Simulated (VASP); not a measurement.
Crystal: MgCd2Se3.

```xyz
12
Lattice="4.1339 0.0000 0.0000 -2.0669 3.5800 0.0000 0.0000 0.0000 20.2395" Properties=species:S:1:pos:R:3 pbc="T T T"
Mg    2.0669    1.1933    6.7465
Mg    0.0000    2.3867   16.8662
Cd    2.0669    1.1933    0.0000
Cd    2.0669    1.1933   13.4930
Cd    0.0000    2.3867    3.3732
Cd    0.0000    2.3867   10.1197
Se    2.0669    1.1933    2.5299
Se    2.0669    1.1933    9.2764
Se    2.0669    1.1933   16.0229
Se    0.0000    2.3867    5.9032
Se    0.0000    2.3867   12.6497
Se    0.0000    2.3867   19.3962
```

| Quantity | Value |
| --- | --- |
| Program | VASP 6.6.1 |
| Task | relaxation of cell and atoms |
| Functional | PBE |
| Potentials or basis | VASP PAW PBE potentials, release 64 (Mg, Cd, Se) |
| Cutoff | 600 eV |
| k mesh | 6 × 6 × 1 |
| Occupations | gaussian, width 0.1 eV |
| Spin | no spin polarisation |

At the start: pressure 9.5 GPa; volume 24.96 Å³/atom.

**Question.** How do energy, volume and symmetry change on relaxing?

**Answer.** Over 9 steps the energy falls by 111.6 meV/atom and the volume is 28.87 Å³/atom (+15.7 %); space group P6_3mc (No. 186, to 0.05 Å).

Step by step:
| step | energy change (eV) | largest force (eV/Å) | pressure (GPa) | volume (Å³) |
| --- | --- | --- | --- | --- |
| 1 | 0.0000 | 0.8045 | 9.53 | 299.53 |
| 2 | -1.1487 | 0.1396 | -2.32 | 368.62 |
| 3 | -1.3006 | 0.2540 | -0.03 | 347.96 |
| 4 | -1.3005 | 0.2466 | -0.16 | 348.98 |
| 5 | -1.3131 | 0.1834 | -0.13 | 348.57 |
| 6 | -1.3328 | 0.1274 | -0.04 | 347.34 |
| 7 | -1.3335 | 0.1270 | -0.02 | 347.05 |
| 8 | -1.3385 | 0.0592 | 0.04 | 346.60 |
| 9 | -1.3389 | 0.0323 | 0.05 | 346.43 |

Final structure:
```cif
data_structure
_symmetry_space_group_name_H-M 'P 1'
_symmetry_Int_Tables_number 1
_cell_length_a 4.3421
_cell_length_b 4.3421
_cell_length_c 21.2177
_cell_angle_alpha 90.000
_cell_angle_beta 90.000
_cell_angle_gamma 120.000
_cell_volume 346.43
loop_
_atom_site_label
_atom_site_type_symbol
_atom_site_fract_x
_atom_site_fract_y
_atom_site_fract_z
_atom_site_occupancy
Mg1 Mg 0.66667 0.33333 0.33182 1
Mg2 Mg 0.33333 0.66667 0.83182 1
Cd1 Cd 0.66667 0.33333 0.99847 1
Cd2 Cd 0.66667 0.33333 0.66888 1
Cd3 Cd 0.33333 0.66667 0.16888 1
Cd4 Cd 0.33333 0.66667 0.49847 1
Se1 Se 0.66667 0.33333 0.12530 1
Se2 Se 0.66667 0.33333 0.45467 1
Se3 Se 0.66667 0.33333 0.79586 1
Se4 Se 0.33333 0.66667 0.29586 1
Se5 Se 0.33333 0.66667 0.62530 1
Se6 Se 0.33333 0.66667 0.95467 1
```

Caveat: the volume moved by over 15 % at a fixed basis, so the end points are rough.
